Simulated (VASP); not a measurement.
Set up this calculation in VASP 6.6.1, as the native input.

```
Task                   : single point
Functional             : PBE
Potentials or basis    : VASP PAW PBE potentials, release 64 (Nb_sv, Te, Mo_sv)
Cutoff                 : 520 eV
k mesh                 : 12 × 12 × 4
Occupations            : gaussian, width 0.1 eV
Spin                   : no spin polarisation
Dipole correction      : no
Further INCAR settings : ALGO = Normal; EDIFF = 1e-06; NBANDS = 34
```

The structure of NbTe4Mo lies in POSCAR:

```
NbTe4Mo
1.0
    3.5934822449      0.0000000000      0.0000000000
   -1.7967411225      3.1120469122      0.0000000000
    0.0000000000      0.0000000000     15.5594714458
Nb Te Mo
1 4 1
Direct
    0.0000000000      0.0000000000      0.0000000000
    0.6666666667      0.3333333333      0.3830597402
    0.6666666667      0.3333333333      0.8786262089
    0.3333333333      0.6666666667      0.1213737911
    0.3333333333      0.6666666667      0.6169402598
    0.0000000000      0.0000000000      0.5000000000
```

The input as run:

INCAR

```
PREC     = Accurate       # precision mode
ENCUT    = 520            # plane-wave cutoff, eV
EDIFF    = 1E-6           # SCF threshold, eV
ISMEAR   = 0              # smearing method
SIGMA    = 0.1            # smearing width, eV
LREAL    = False          # projectors in reciprocal space
LASPH    = True           # aspherical terms in the spheres
NELM     = 60             # most SCF steps
ALGO     = Normal         # electronic algorithm
ISIF     = 2              # what is computed and relaxed
LWAVE    = False          # write WAVECAR
LCHARG   = False          # write CHGCAR
GGA      = PE             # functional
NBANDS   = 34             # bands
```

KPOINTS

```
Automatic mesh
0
Gamma
  12 12 4
```

Potentials or basis: VASP PAW PBE potentials, release 64 (Nb_sv, Te, Mo_sv).

Launch:

```sh
$ cat potpaw_PBE.64/Nb_sv/POTCAR potpaw_PBE.64/Te/POTCAR potpaw_PBE.64/Mo_sv/POTCAR > POTCAR
$ mpirun -np 1 vasp_std > vasp.out
```

Results of the run:

```json
{"Pressure": "0.0 GPa", "Largest force": "0.012 eV/Å"}
```

Caveat: this functional lacks dispersion, which binds the layers, so the pressure and a relaxed spacing across them are unreliable.

It took 8.6 min on 1 thread of AMD EPYC 9R45 (Zen 5), on a shared host, peak memory 0.54 GiB.
